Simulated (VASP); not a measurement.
# LiF (Griceite) (Fm-3m) in VASP: further runs

LiF (Griceite) is run at these levels: PBEsol, RPBE, r2SCAN+rVV10, r2SCAN+D4; tasks: single point, relaxation of cell and atoms.

Program: VASP 6.6.1. These are calculated values, not measurements. Logs are shortened: lines on timing, memory, paths and dates and some standing lists are left out, and cuts for length are marked.

### Step 1. The cell of the first run

The structure is cubic, space group Fm-3m (No. 225). The conventional cell has a = 4.007 Å, b = 4.007 Å, c = 4.007 Å, α = 90.00°, β = 90.00°, γ = 90.00°. Within 2.7 Å of Li (site symmetry m-3m) lie 6 F at 2.00 Å. Within 2.7 Å of F (site symmetry m-3m) lie 6 Li at 2.00 Å.

### Step 2. Single point, PBEsol

File INCAR:

```
SYSTEM = LiF
  ALGO = Normal
  EDIFF = 1E-6
  ENCUT = 520
  GGA = PS
  ISIF = 2
  ISMEAR = 0
  LASPH = .True.
  LCHARG = .True.
  LELF = .True.
  LREAL = .False.
  LVHAR = .True.
  LWAVE = .False.
  NBANDS = 12
  NELM = 80
  PREC = Accurate
  SIGMA = 0.01
```

File KPOINTS:

```
k-points
0
Gamma
  7 7 7
  0 0 0
```

File POSCAR:

```
LiF
1.0
    0.0000000000      2.0035201628      2.0035201628
    2.0035201628      0.0000000000      2.0035201628
    2.0035201628      2.0035201628      0.0000000000
Li F
1 1
Direct
    0.0000000000      0.0000000000      0.0000000000
    0.5000000000      0.5000000000      0.5000000000
```

Potentials or basis: VASP PAW PBE potentials, release 64 (Li_sv, F).

Command:

```bash
$ cat potpaw_PBE.64/Li_sv/POTCAR potpaw_PBE.64/F/POTCAR > POTCAR
$ mpirun -np 1 vasp_std > vasp.out
```

OUTCAR:

```text
SYSTEM = LiF
   EDIFF = 1E-6
   ENCUT = 520
   GGA = PS
   ISIF = 2
   ISMEAR = 0
   LASPH = .True.
   LREAL = .False.
   NELM = 80
   PREC = Accurate

 ion  position               nearest neighbor table
   1  0.000  0.000  0.000-   2 2.00   2 2.00   2 2.00   2 2.00   2 2.00   2 2.00
   2  0.500  0.500  0.500-   1 2.00   1 2.00   1 2.00   1 2.00   1 2.00   1 2.00

  LATTYP: Found a face centered cubic cell.
 ALAT       =     4.0070403256

  Lattice vectors:

 A1 = (   0.0000000000,   2.0035201628,   2.0035201628)
 A2 = (   2.0035201628,   0.0000000000,   2.0035201628)
 A3 = (   2.0035201628,   2.0035201628,   0.0000000000)

Analysis of symmetry for initial positions (statically):
=====================================================================
 Subroutine PRICEL returns:
 Original cell was already a primitive cell.

 Routine SETGRP: Setting up the symmetry group for a
 face centered cubic supercell.

 Subroutine GETGRP returns: Found 48 space group operations
 (whereof 48 operations were pure point group operations)
 out of a pool of 48 trial point group operations.

The static configuration has the point symmetry O_h .

Analysis of symmetry for dynamics (positions and initial velocities):
=====================================================================
 Subroutine PRICEL returns:
 Original cell was already a primitive cell.

 Routine SETGRP: Setting up the symmetry group for a
 face centered cubic supercell.

 Subroutine GETGRP returns: Found 48 space group operations
 (whereof 48 operations were pure point group operations)
 out of a pool of 48 trial point group operations.

The dynamic configuration has the point symmetry O_h .

 Subroutine INISYM returns: Found 48 space group operations
 (whereof 48 operations are pure point group operations),
 and found     1 'primitive' translations

----------------------------------------------------------------------------------------

                                     Primitive cell

  volume of cell :      16.0846

  direct lattice vectors                    reciprocal lattice vectors
     0.000000000  2.003520163  2.003520163    -0.249560753  0.249560753  0.249560753
     2.003520163  0.000000000  2.003520163     0.249560753 -0.249560753  0.249560753
     2.003520163  2.003520163  0.000000000     0.249560753  0.249560753 -0.249560753

  length of vectors
     2.833405387  2.833405387  2.833405387     0.432251903  0.432251903  0.432251903

  position of ions in fractional coordinates (direct lattice)
     0.000000000  0.000000000  0.000000000
     0.500000000  0.500000000  0.500000000

  ion indices of the primitive-cell ions
   primitive index   ion index
                 1           1
                 2           2

----------------------------------------------------------------------------------------

 KPOINTS: k-points

Automatic generation of k-mesh.
 Grid dimensions read from file:
 generate k-points for:    7    7    7

 Generating k-lattice:

  Cartesian coordinates                     Fractional coordinates (reciprocal lattice)
    -0.035651536  0.035651536  0.035651536     0.142857143  0.000000000  0.000000000
     0.035651536 -0.035651536  0.035651536     0.000000000  0.142857143  0.000000000
     0.035651536  0.035651536 -0.035651536     0.000000000  0.000000000  0.142857143

  Length of vectors
     0.061750272  0.061750272  0.061750272

  Shift w.r.t. Gamma in fractional coordinates (k-lattice)
     0.000000000  0.000000000  0.000000000

 Subroutine IBZKPT returns following result:
 ===========================================

 Found     20 irreducible k-points:

 Following reciprocal coordinates:
            Coordinates               Weight
  0.000000  0.000000  0.000000      1.000000
  0.142857  0.000000  0.000000      8.000000
  0.285714  0.000000  0.000000      8.000000
  0.428571  0.000000  0.000000      8.000000
  0.142857  0.142857  0.000000      6.000000
  0.285714  0.142857  0.000000     24.000000
[... 12 lines left out ...]
 -0.428571  0.428571  0.142857     24.000000
 -0.285714  0.428571  0.142857     24.000000
   k-points           NKPTS =     20   k-points in BZ     NKDIM =     20   number of bands    NBANDS=     12
   number of dos      NEDOS =    301   number of ions     NIONS =      2
   total plane-waves  NPLWV =  13824
   dimension x,y,z NGX =    24 NGY =   24 NGZ =   24
   dimension x,y,z NGXF=    48 NGYF=   48 NGZF=   48
   ions per type =               1   1
   NGX,Y,Z   is equivalent  to a cutoff of  14.08, 14.08, 14.08 a.u.
   NGXF,Y,Z  is equivalent  to a cutoff of  28.16, 28.16, 28.16 a.u.
 SYSTEM =  LiF
   PREC   = accura    normal or accurate (medium, high low for compatibility)
   ISTART =      0    job   : 0-new  1-cont  2-samecut
   ICHARG =      2    charge: 1-file 2-atom 10-const
   ISPIN  =      1    spin polarized calculation?
   LNONCOLLINEAR =      F non collinear calculations
   LSORBIT =      F    spin-orbit coupling
   LASPH  =      T    aspherical Exc in radial PAW
   ENCUT  =  520.0 eV  38.22 Ry    6.18 a.u.   5.27  5.27  5.27*2*pi/ulx,y,z
   NELM   =     80;   NELMIN=  2; NELMDL= -5     # of ELM steps
   EDIFF  = 0.1E-05   stopping-criterion for ELM
   LREAL  =      F    real-space projection
   EDIFFG = 0.1E-04   stopping-criterion for IOM
   NSW    =      0    number of steps for IOM
   IBRION =     -1    ionic relax: 0-MD 1-quasi-New 2-CG
   NFREE  =      0    steps in history (QN), initial steepest desc. (CG)
   ISIF   =      2    stress and relaxation
   ISYM   =      2    0-nonsym 1-usesym 2-fastsym
   POTIM  = 0.5000    time-step for ionic-motion
   TEBEG  =    0.0;   TEEND  =   0.0 temperature during run
   PSTRESS=    0.0 pullay stress
   NELECT =      10.0000    total number of electrons
   NUPDOWN=      -1.0000    fix difference up-down
   EMIN   =  10.00;   EMAX   =-10.00  energy-range for DOS
   EFERMI =   0.00;   METHOD = LEGACY
   ISMEAR =     0;   SIGMA  =   0.01  broadening in eV -4-tet -1-fermi 0-gaus
   EFERMI_NEDOS =   21; number of points for ismear=-14 and -15
   IALGO  =     38    algorithm
   IMIX   =      4    mixing-type and parameters
     AMIX     =   0.40;   BMIX     =  1.00
     AMIX_MAG =   1.60;   BMIX_MAG =  1.00
  volume/ion in A,a.u.               =       8.04        54.27
  Fermi-wavevector in a.u.,A,eV,Ry     =   1.397240  2.640401 26.562390  1.952281
  Thomas-Fermi vector in A             =   2.520516
   LORBIT       =      0    0 simple, 1 ext, 2 COOP (PROOUT), +10 PAW based schemes
   GGA     = PS    functional components
   LHFCALC =     F    Hartree Fock is set to
   AEXX    =    0.0000 exact exchange contribution
   IVDW    =     0    specifies the selected vdW correction
   LEPSILON=     F    determine dielectric tensor
   LRPA    =     F    only Hartree local field effects (RPA)
 non-spin polarized calculation
 Gauss-broadening in eV      SIGMA  =   0.01
  energy-cutoff  :      520.00
  volume of cell :       16.08
 maximum number of plane-waves:       444
 NGX is ok and might be reduce to    24
   NGX = 11   NGY = 11   NGZ = 11

 number of electron      10.0000000 magnetization

 number of electron       9.9999994 magnetization

 Free energy of the ion-electron system (eV)
  ---------------------------------------------------
  ext. energy  EPLUGINS =         0.00000000
  ---------------------------------------------------
  free energy    TOTEN  =        -9.85216778 eV

  energy without entropy =       -9.85216778  energy(sigma->0) =       -9.85216778

 E-fermi :  -0.8261     XC(G=0): -10.2811

 val. band max:       -1.0131542631   @ k =   0.0000   0.0000   0.0000
 cond. band min:       8.0481229267   @ k =   0.0000   0.0000   0.0000
 fundamental gap:      9.0612771898
 Fermi energy:        -0.8261440628

 k-point     1 :       0.0000    0.0000    0.0000
  band No.  band energies     occupation
      1     -41.1880      2.00000
      2     -20.9197      2.00000
      3      -1.0132      2.00000
      4      -1.0132      2.00000
      5      -1.0132      2.00000
      6       8.0481      0.00000
      7      23.0165      0.00000
      8      23.0165      0.00000
      9      23.0166      0.00000
     10      23.2487      0.00000
     11      23.2487      0.00000
     12      23.2487      0.00000

 k-point     2 :       0.1429    0.0000    0.0000
  band No.  band energies     occupation
      1     -41.1753      2.00000
      2     -20.8403      2.00000
      3      -1.5864      2.00000
      4      -1.0601      2.00000
      5      -1.0601      2.00000
      6       8.5975      0.00000
      7      19.0326      0.00000
      8      21.0527      0.00000
      9      21.0527      0.00000
     10      24.7618      0.00000
     11      24.8740      0.00000
     12      24.8740      0.00000

 k-point     3 :       0.2857    0.0000    0.0000
  band No.  band energies     occupation
      1     -41.1464      2.00000
      2     -20.6522      2.00000
      3      -2.7095      2.00000
      4      -1.1617      2.00000
      5      -1.1617      2.00000
      6       9.4508      0.00000
      7      16.4087      0.00000
      8      19.0983      0.00000
      9      19.0983      0.00000
     10      26.5416      0.00000
     11      27.1400      0.00000
     12      27.1400      0.00000
[... 226 lines left out ...]
 k-point    19 :      -0.4286    0.4286    0.1429
  band No.  band energies     occupation
      1     -41.1049      2.00000
      2     -20.2398      2.00000
      3      -3.6783      2.00000
      4      -2.4380      2.00000
      5      -1.8569      2.00000
      6      13.2331      0.00000
      7      14.5460      0.00000
      8      16.8661      0.00000
      9      18.6771      0.00000
     10      22.1591      0.00000
     11      31.3000      0.00000
     12      34.0948      0.00000

 k-point    20 :      -0.2857    0.4286    0.1429
  band No.  band energies     occupation
      1     -41.1027      2.00000
      2     -20.2325      2.00000
      3      -3.3277      2.00000
      4      -2.9495      2.00000
      5      -1.7718      2.00000
      6      13.4296      0.00000
      7      13.9156      0.00000
      8      17.0634      0.00000
      9      18.3478      0.00000
     10      24.8519      0.00000
     11      28.2723      0.00000
     12      33.7060      0.00000

------------------------ aborting loop because EDIFF is reached ----------------------------------------

  FORCE on cell =-STRESS in cart. coord.  units (eV):
  Direction    XX          YY          ZZ          XY          YZ          ZX
  --------------------------------------------------------------------------------------
  -------------------------------------------------------------------------------------
  Total       -0.0176307     -0.0176307     -0.0176307      0.0000000      0.0000000      0.0000000
  in kB       -1.7561824     -1.7561824     -1.7561824      0.0000000      0.0000000      0.0000000
  external PRESSURE =      -1.7561824 kB  Pullay stress =       0.0000000 kB

 VOLUME and BASIS-vectors are now :
 -----------------------------------------------------------------------------
  energy-cutoff  :      520.00
  volume of cell :       16.08
      direct lattice vectors                 reciprocal lattice vectors
     0.000000000  2.003520163  2.003520163    -0.249560753  0.249560753  0.249560753
     2.003520163  0.000000000  2.003520163     0.249560753 -0.249560753  0.249560753
     2.003520163  2.003520163  0.000000000     0.249560753  0.249560753 -0.249560753

 POSITION                                       TOTAL-FORCE (eV/Angst)
 -----------------------------------------------------------------------------------
      0.00000      0.00000      0.00000         0.000000      0.000000      0.000000
      2.00352      2.00352      2.00352        -0.000000     -0.000000      0.000000
 -----------------------------------------------------------------------------------
    total drift:                               -0.000000     -0.000000      0.000000

  FREE ENERGIE OF THE ION-ELECTRON SYSTEM (eV)
  ---------------------------------------------------
  free  energy   TOTEN  =        -9.8521677790 eV

  energy  without entropy=       -9.8521677790  energy(sigma->0) =       -9.85216778
```

Wall time 3.8 s (1 thread of Intel Xeon 6975P-C (Granite Rapids), shared host); peak memory 0.13 GiB.

Results:

* Free energy: -9.8522 eV
* Band gap on the k mesh: 9.06 eV, direct

Caveat: the cutoff is under 1.25 times the usual one of these potentials, so pressure, stress and relaxed cells hold a basis-set (Pulay) error; the PAW data sets were made with another functional, which shifts forces and pressure a little. A hybrid or GW would open this gap; PBEsol tends to underestimate it.

### Step 3. Single point, RPBE

This run uses another cell than the first one, of 8.98 Å³/atom, 1.117 times its volume.

File INCAR:

```
ALGO = Normal
EDIFF = 1E-6
ENCUT = 520
GGA = RP
ISIF = 2
ISMEAR = 0
LASPH = True
LCHARG = False
LREAL = False
LWAVE = False
NBANDS = 12
NELM = 80
PREC = Accurate
SIGMA = 0.01
```

File KPOINTS:

```
k-points
0
Gamma
  7 7 7
```

File POSCAR:

```
LiF
1.0
    0.0000000000      2.0784909881      2.0784909881
    2.0784909881      0.0000000000      2.0784909881
    2.0784909881      2.0784909881      0.0000000000
Li F
1 1
Direct
    0.0000000000      0.0000000000      0.0000000000
    0.5000000000      0.5000000000      0.5000000000
```

Potentials or basis: VASP PAW PBE potentials, release 64 (Li_sv, F).

Command:

```bash
$ cat potpaw_PBE.64/Li_sv/POTCAR potpaw_PBE.64/F/POTCAR > POTCAR
$ mpirun -np 1 vasp_std > vasp.out
```

Run time: 4.2 s. Hardware: 1 thread of Intel Xeon 6975P-C (Granite Rapids), shared host; peak memory 0.12 GiB.

It converged, with:

```
Free energy            : -9.2316 eV
Band gap on the k mesh : 8.56 eV, direct
```

Levels at points of the mesh, in eV from the valence-band top:
| k point | band 3 | band 4 | band 5 | band 6 | band 7 | band 8 |
| --- | --- | --- | --- | --- | --- | --- |
| (0.00, 0.00, 0.00) | 0.00 | 0.00 | 0.00 | 8.56 | 23.19 | 23.19 |

Caveat: the cutoff is under 1.25 times the usual one of these potentials, so pressure, stress and relaxed cells hold a basis-set (Pulay) error; the PAW data sets were made with another functional, which shifts forces and pressure a little. RPBE gaps usually lie below the measured ones, often by a third to a half.

### Step 4. Single point, r2SCAN+rVV10

This run uses another cell than the first one, of 7.84 Å³/atom, 0.975 times its volume.

File POSCAR:

```
LiF
1.0
    0.0000000000      1.9866879290      1.9866879290
    1.9866879290      0.0000000000      1.9866879290
    1.9866879290      1.9866879290      0.0000000000
Li F
1 1
Direct
    0.0000000000      0.0000000000      0.0000000000
    0.5000000000      0.5000000000      0.5000000000
```

File INCAR.step1:

```
  PREC = Accurate
  ENCUT = 520
  ISMEAR = 0
  SIGMA = 0.01
  LREAL = False
  LASPH = True
  NELM = 100
  NBANDS = 12
  GGA = PE
  ALGO = Normal
  EDIFF = 1E-4
  LWAVE = True
  LCHARG = False
```

File INCAR.step2:

```
  PREC = Accurate
  ENCUT = 520
  EDIFF = 1E-7
  ISMEAR = 0
  SIGMA = 0.01
  LREAL = False
  LASPH = True
  NELM = 100
  ALGO = Normal
  ISIF = 2
  LWAVE = False
  LCHARG = True
  METAGGA = R2SCAN
  LMIXTAU = True
  LUSE_VDW = True
  IVDW_NL = 2
  BPARAM = 11.95
  CPARAM = 0.0093
  LELF = True
  LVHAR = True
  NBANDS = 12
  ISTART = 1
```

File KPOINTS:

```
regular mesh
0
Gamma
  7 7 7
```

Command:

```bash
$ cat potpaw_PBE.64/Li_sv/POTCAR potpaw_PBE.64/F/POTCAR > POTCAR
$ cp INCAR.step1 INCAR
$ mpirun -np 1 vasp_std > vasp.out
$ cp INCAR.step2 INCAR
$ mpirun -np 1 vasp_std > vasp.out
```

Run time: 25 s. Hardware: 1 thread of Intel Xeon 6975P-C (Granite Rapids), shared host; peak memory 0.2 GiB.

It converged, with:

- Free energy: -11.5795 eV
- Band gap on the k mesh: 10.60 eV, direct

Levels at points of the mesh, in eV from the valence-band top:
| k point | band 1 | band 2 | band 3 | band 4 | band 5 | band 6 | band 7 | band 8 | band 9 | band 10 |
| --- | --- | --- | --- | --- | --- | --- | --- | --- | --- | --- |
| (0.00, 0.00, 0.00) | -41.94 | -21.21 | 0.00 | 0.00 | 0.00 | 10.60 | 25.83 | 25.83 | 25.83 | 26.62 |

Caveat: the cutoff is under 1.25 times the usual one of these potentials, so pressure, stress and relaxed cells hold a basis-set (Pulay) error; the PAW data sets were made with another functional, which shifts forces and pressure a little. r2SCAN opens gaps a little over a GGA but as a rule still falls short of measured ones.

(Part 1 of 2 ends here.)
